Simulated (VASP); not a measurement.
# WC (P-6m2) in VASP: notebook, part 2 of 2

VASP 6.6.1.

## (5) Single point, PBEsol (strain -0.040 along x and y, +0.080 along z)

INCAR reads:

```
SYSTEM = WC
PREC = Accurate
ENCUT = 520
EDIFF = 1E-7
ISMEAR = 0
SIGMA = 0.15
LREAL = .FALSE.
LASPH = .TRUE.
NELM = 80
ALGO = Normal
ISIF = 2
LWAVE = .FALSE.
LCHARG = .TRUE.
GGA = PS
LELF = .TRUE.
LVHAR = .TRUE.
NBANDS = 16
```

KPOINTS reads:

```
Automatic mesh
0
G
  24 24 22
  0 0 0
```

POSCAR reads:

```
WC
1.0
    2.7824771203      0.0000000000      0.0000000000
   -1.3912385602      2.4096958716      0.0000000000
    0.0000000000      0.0000000000      3.0538208559
W C
1 1
Direct
    0.0000000000      0.0000000000      0.0000000000
    0.6666666667      0.3333333333      0.5000000000
```

Potentials or basis: VASP PAW PBE potentials, release 64 (W_sv, C).

Started as:

```
$ cat potpaw_PBE.64/W_sv/POTCAR potpaw_PBE.64/C/POTCAR > POTCAR
$ mpirun -np 1 vasp_std > vasp.out
```

OUTCAR:

```text
SYSTEM = WC
   PREC = Accurate
   ENCUT = 520
   EDIFF = 1E-7
   ISMEAR = 0
   LREAL = .FALSE.
   LASPH = .TRUE.
   NELM = 80
   ISIF = 2
   GGA = PS

 ion  position               nearest neighbor table
   1  0.000  0.000  0.000-   2 2.22   2 2.22   2 2.22   2 2.22   2 2.22   2 2.22
   2  0.667  0.333  0.500-   1 2.22   1 2.22   1 2.22   1 2.22   1 2.22   1 2.22

  LATTYP: Found a hexagonal cell.
 ALAT       =     2.7824771203
 C/A-ratio  =     1.0975187661

  Lattice vectors:

[... 645 lines left out ...]

  FORCE on cell =-STRESS in cart. coord.  units (eV):
  Direction    XX          YY          ZZ          XY          YZ          ZX
  --------------------------------------------------------------------------------------
  -------------------------------------------------------------------------------------
  Total        3.7584953      3.7584953     -6.6275022     -0.0000000     -0.0000000      0.0000000
  in kB      294.0947025    294.0947025   -518.5887235     -0.0000000     -0.0000000      0.0000000
  external PRESSURE =      23.2002272 kB  Pullay stress =       0.0000000 kB

 VOLUME and BASIS-vectors are now :
 -----------------------------------------------------------------------------
  energy-cutoff  :      520.00
  volume of cell :       20.48
      direct lattice vectors                 reciprocal lattice vectors
     2.782477120  0.000000000  0.000000000     0.359391994  0.207495064  0.000000000
    -1.391238560  2.409695872  0.000000000     0.000000000  0.414990129  0.000000000
     0.000000000  0.000000000  3.053820856     0.000000000  0.000000000  0.327458632

 POSITION                                       TOTAL-FORCE (eV/Angst)
 -----------------------------------------------------------------------------------
      0.00000      0.00000      0.00000         0.000000      0.000000      0.000000
      1.39124      0.80323      1.52691        -0.000000     -0.000000      0.000000
 -----------------------------------------------------------------------------------
    total drift:                                0.000000     -0.000000      0.000000

  FREE ENERGIE OF THE ION-ELECTRON SYSTEM (eV)
  ---------------------------------------------------
  free  energy   TOTEN  =       -23.4812373107 eV

  energy  without entropy=      -23.4785205806  energy(sigma->0) =      -23.47987895
```

It took 56 s on 1 thread of Intel Xeon 6975P-C (Granite Rapids), shared host; peak memory 0.34 GiB.

Results:

| Item | Value |
| --- | --- |
| Free energy | -23.4812 eV |
| Pressure | 2.3 GPa |
| Band gap on the k mesh | zero (bands 9 and 10 overlap by 1.18 eV) |

Stress tensor (GPa, compression positive):
```
 29.41   0.00   0.00
  0.00  29.41   0.00
  0.00   0.00 -51.86
```

Caveat: the cell differs from its parent crystal (strain -0.040 along x and y, +0.080 along z); the PAW data sets were made with another functional, which shifts forces and pressure a little; spin-orbit coupling is left out, which moves the levels of the heavy elements.

## (6) Single point, PBEsol (strain +0.000 along x and y, +0.040 along z)

INCAR reads:

```
  ALGO = Normal
  EDIFF = 1E-7
  ENCUT = 520
  GGA = PS
  ISIF = 2
  ISMEAR = 0
  LASPH = T
  LCHARG = F
  LREAL = F
  LWAVE = F
  NBANDS = 16
  NELM = 100
  PREC = Accurate
  SIGMA = 0.15
```

KPOINTS reads:

```
k-points
0
Gamma
  24 24 22
```

POSCAR reads:

```
WC
1.0
    2.8984136670      0.0000000000      0.0000000000
   -1.4492068335      2.5100998663      0.0000000000
    0.0000000000      0.0000000000      2.9407163797
W C
1 1
Direct
    0.0000000000      0.0000000000      0.0000000000
    0.6666666667      0.3333333333      0.5000000000
```

Potentials or basis: VASP PAW PBE potentials, release 64 (W_sv, C).

Started as:

```
$ cat potpaw_PBE.64/W_sv/POTCAR potpaw_PBE.64/C/POTCAR > POTCAR
$ mpirun -np 1 vasp_std > vasp.out
```

Run time: 59 s. Hardware: 1 thread of Intel Xeon 6975P-C (Granite Rapids), shared host; peak memory 0.35 GiB.

The run converged. Its results:

| Quantity | Value |
| --- | --- |
| Free energy | -23.8147 eV |
| Pressure | -14.8 GPa |
| Band gap on the k mesh | zero (bands 9 and 10 overlap by 1.12 eV) |

Stress tensor (GPa, compression positive):
```
 -5.31   0.00   0.00
  0.00  -5.31   0.00
  0.00   0.00 -33.76
```

Levels at points of the mesh, in eV from the Fermi level:
```
           k point  band 7  band 8  band 9  band 10  band 11  band 12
(0.00, 0.00, 0.00)   -2.91   -2.91   -0.23     3.05     3.05     5.36
(0.50, 0.00, 0.00)   -3.86   -3.44   -0.15     2.12     4.61     5.11
(0.00, 0.00, 0.50)   -1.53   -1.53   -0.57    -0.57     2.89     4.65
(0.50, 0.00, 0.50)   -4.19   -3.85    0.17     4.50     4.82     6.37
```

Caveat: the cell differs from its parent crystal (strain +0.000 along x and y, +0.040 along z); the cell stands under tension; the PAW data sets were made with another functional, which shifts forces and pressure a little; spin-orbit coupling is left out, which moves the levels of the heavy elements.

## (7) The runs side by side

```csv
cell,gap on the mesh (eV),pressure (GPa)
"a = 2.782, b = 2.782, c = 2.941 Å, angles 90.0, 90.0, 120.0°, 2 atoms",none,18.9
"a = 2.898, b = 2.898, c = 2.715 Å, angles 90.0, 90.0, 120.0°, 2 atoms",none,22.4
"a = 3.014, b = 3.014, c = 2.601 Å, angles 90.0, 90.0, 120.0°, 2 atoms",none,13.9
"a = 2.782, b = 2.782, c = 3.054 Å, angles 90.0, 90.0, 120.0°, 2 atoms",none,2.3
"a = 2.898, b = 2.898, c = 2.941 Å, angles 90.0, 90.0, 120.0°, 2 atoms",none,-14.8
```

Alike in all rows: task single point; level PBEsol; potentials or basis VASP PAW PBE potentials, release 64 (W_sv, C); no spin polarisation; k mesh 24 × 24 × 22; cutoff (eV) 520; smearing gaussian 0.15 eV.

Caveats: the PAW data sets were made with another functional, which shifts forces and pressure a little; spin-orbit coupling is left out, which moves the levels of the heavy elements; the cell stands under pressure (at least some runs); the cell stands under tension (at least some runs).

Absolute energies hang on the potentials; compare differences alone.
